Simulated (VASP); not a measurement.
Write the native input for VASP 6.6.1 that does the following.

- Task: relaxation of cell and atoms
- Functional: LDA
- Potentials or basis: VASP PAW PBE potentials, release 64 (Eu)
- Cutoff: 600 eV
- k mesh: 10 × 10 × 10
- Occupations: fermi-dirac, width 0.05 eV
- Spin: collinear spin, ferromagnetic start
- Starting moments: [7.0] μB
- Dipole correction: no
- Further INCAR settings: ALGO = Normal; EDIFF = 1e-07; IBRION = 2; EDIFFG = -0.01; NSW = 80; ISIF = 3

The structure of Eu lies in POSCAR:

```
Eu
1.0
   -2.2755000000      2.2755000000      2.2755000000
    2.2755000000     -2.2755000000      2.2755000000
    2.2755000000      2.2755000000     -2.2755000000
Eu
1
Direct
    0.0000000000      0.0000000000      0.0000000000
```

The input as run:

INCAR

```
ALGO     = Normal         # electronic algorithm
EDIFF    = 1E-7           # SCF threshold, eV
EDIFFG   = -0.01          # ionic threshold
ENCUT    = 600            # plane-wave cutoff, eV
GGA      = CA             # functional
IBRION   = 2              # ionic algorithm
ISIF     = 3              # what is computed and relaxed
ISMEAR   = -1             # smearing method
ISPIN    = 2              # spin polarisation
LASPH    = True           # aspherical terms in the spheres
LCHARG   = False          # write CHGCAR
LMAXMIX  = 6              # l up to which the mixer works
LORBIT   = 11             # projections on sites
LREAL    = False          # projectors in reciprocal space
LWAVE    = False          # write WAVECAR
MAGMOM   = 7              # initial moments
NELM     = 150            # most SCF steps
NSW      = 80             # ionic steps
PREC     = Accurate       # precision mode
SIGMA    = 0.05           # smearing width, eV
```

KPOINTS

```
k-points
0
Gamma
  10 10 10
```

Potentials or basis: VASP PAW PBE potentials, release 64 (Eu).

Run with:

```sh
$ cat potpaw_PBE.64/Eu/POTCAR > POTCAR
$ mpirun -np 1 vasp_std > vasp.out
```

It gave:

```json
{"Relaxed volume": "34.22 Å³/atom", "Relaxed cell": "a = 3.543 Å, b = 3.543 Å, c = 3.543 Å, α = 109.47°, β = 109.47°, γ = 109.47°", "Space group after relaxing (to 0.1 Å)": "Im-3m (No. 229)", "Energy gained by relaxing": "189.3 meV/atom", "Ionic steps": "5", "Pressure after relaxing": "0.0 GPa", "Net moment": "7.14 μB per cell", "Site moments": "Eu +6.64 μB", "Valence electrons inside the program's atomic spheres": "Eu 14.72"}
```

Caveat: the volume moved by over 15 % at a fixed basis, so the end points are rough; the PAW data sets were made with another functional, which shifts forces and pressure a little; semilocal functionals describe open f shells poorly, which spoils levels, moments and volumes.

It took 10 min on 1 thread of Intel(R) Xeon(R) Platinum 8259CL CPU @ 2.50GHz (Skylake/Cascade Lake) (shared host), peak memory 0.24 GiB.
